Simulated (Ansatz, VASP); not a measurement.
C: VASP beside Ansatz

Contents of INCAR:

```
ALGO = Normal
EDIFF = 1E-6
ENCUT = 520
GGA = PE
ISIF = 2
ISMEAR = 0
LASPH = T
LCHARG = F
LREAL = F
LWAVE = F
NBANDS = 11
NELM = 60
PREC = Accurate
SIGMA = 0.05
```

File KPOINTS:

```
k-points
0
Gamma
  12 12 12
```

Contents of POSCAR:

```
C
1.0
    0.0000000000      1.5889087591      2.2467169853
    1.5889087591      0.0000000000      2.2467169853
    1.5889087591      1.5889087591      0.0000000000
C
2
Direct
    0.5000000000      0.5000000000      0.5000000000
    0.7500000000      0.7500000000      0.7500000000
```

Input for Ansatz:

```yaml
crystal:
  lattice:
    - [0.0, 1.5889087591, 2.2467169853]
    - [1.5889087591, 0.0, 2.2467169853]
    - [1.5889087591, 1.5889087591, 0.0]
  atoms:
    - { symbol: C, position: [0.5, 0.5, 0.5] }
    - { symbol: C, position: [0.75, 0.75, 0.75] }
basis:
  ecutwfc: 420
kpoints:
  mp_grid: { grid: [12, 12, 12] }
hamiltonian:
  xc: pbe
scf:
  occupations: { method: gaussian, width: 0.05 }
output:
  forces: true
  stress: true
  eigenvalues: true
```

Alike in both runs: task single point; functional PBE; k mesh 12 × 12 × 12; occupations gaussian, width 0.05 eV; no spin polarisation.

|  | VASP | Ansatz |
| --- | --- | --- |
| version | VASP 6.6.1 | Ansatz 0.2.0 |
| potentials or method | VASP PAW PBE potentials, release 64 (C), cutoff 520 eV | scalar-relativistic, plane waves, PAW |
| valence electrons in the cell | 8 | 8 |

```csv
,VASP,Ansatz,Ansatz less VASP
gap on the k mesh at the Fermi level (eV),none,none,-
pressure (GPa),9.0,8.5,-0.47
"traceless stress, the component that is largest in VASP (GPa)",-261.92,-262.20,-0.281
```

A gap of «none» marks a metal or a gap that the smearing closes.
